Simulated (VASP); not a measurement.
Here is a VASP 6.6.1 calculation.

Contents of INCAR:

```
SYSTEM = Au
PREC     = Accurate       ! precision mode
ENCUT    = 520            ! plane-wave cutoff, eV
EDIFF    = 1E-6           ! SCF threshold, eV
ISMEAR   = 0              ! smearing method
SIGMA    = 0.1            ! smearing width, eV
LREAL    = .FALSE.        ! projectors in reciprocal space
LASPH    = .TRUE.         ! aspherical terms in the spheres
NELM     = 80             ! most SCF steps
ALGO     = Fast           ! electronic algorithm
ISIF     = 2              ! what is computed and relaxed
LWAVE    = .FALSE.        ! write WAVECAR
LCHARG   = .TRUE.         ! write CHGCAR
GGA      = PS             ! functional
LELF     = .TRUE.         ! ELF
LVHAR    = .TRUE.       
NBANDS   = 12             ! bands
```

The input KPOINTS:

```
Automatic mesh
0
G
  18 18 18
  0 0 0
```

File POSCAR:

```
Au
1.0
    0.0000000000      2.0620792370      2.0620792370
    2.0620792370      0.0000000000      2.0620792370
    2.0620792370      2.0620792370      0.0000000000
Au
1
Direct
    0.0000000000      0.0000000000      0.0000000000
```

Potentials or basis: VASP PAW PBE potentials, release 64 (Au).

Launch:

```console
$ cat potpaw_PBE.64/Au/POTCAR > POTCAR
$ mpirun -np 1 vasp_std > vasp.out
```

Predict the pressure.

-5.0 GPa.

Caveat: the PAW data sets were made with another functional, which shifts forces and pressure a little.
